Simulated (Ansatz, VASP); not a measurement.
# Sn3H: VASP beside Ansatz

```
CELL_PARAMETERS angstrom
6.38190 0.00000 0.00000
-3.19095 5.52689 0.00000
0.00000 0.00000 5.15415
ATOMIC_POSITIONS crystal
Sn 0.82926 0.65852 0.25000
Sn 0.17074 0.82926 0.75000
Sn 0.34148 0.17074 0.25000
Sn 0.17074 0.34148 0.75000
Sn 0.82926 0.17074 0.25000
Sn 0.65852 0.82926 0.75000
H 0.33333 0.66667 0.25000
H 0.66667 0.33333 0.75000
```

Alike in both runs: functional PBE; k mesh 6 × 6 × 8; occupations gaussian, width 0.1 eV; no spin polarisation.

Ansatz relaxed the structure, and its values are those at the end. VASP's run is a single point on that final structure, the one shown.

```csv
,VASP,Ansatz
version,VASP 6.6.1,Ansatz 0.2.0
potentials or method,"VASP PAW PBE potentials, release 64 (Sn_d, H), cutoff 520 eV","scalar-relativistic, plane waves, PAW"
valence electrons in the cell,86,86
```

|  | VASP | Ansatz | Ansatz less VASP |
| --- | --- | --- | --- |
| gap on the k mesh at the Fermi level (eV) | none | none | - |
| pressure (GPa) | -0.1 | 0.0 | +0.07 |

A gap of «none» marks a metal or a gap that the smearing closes.
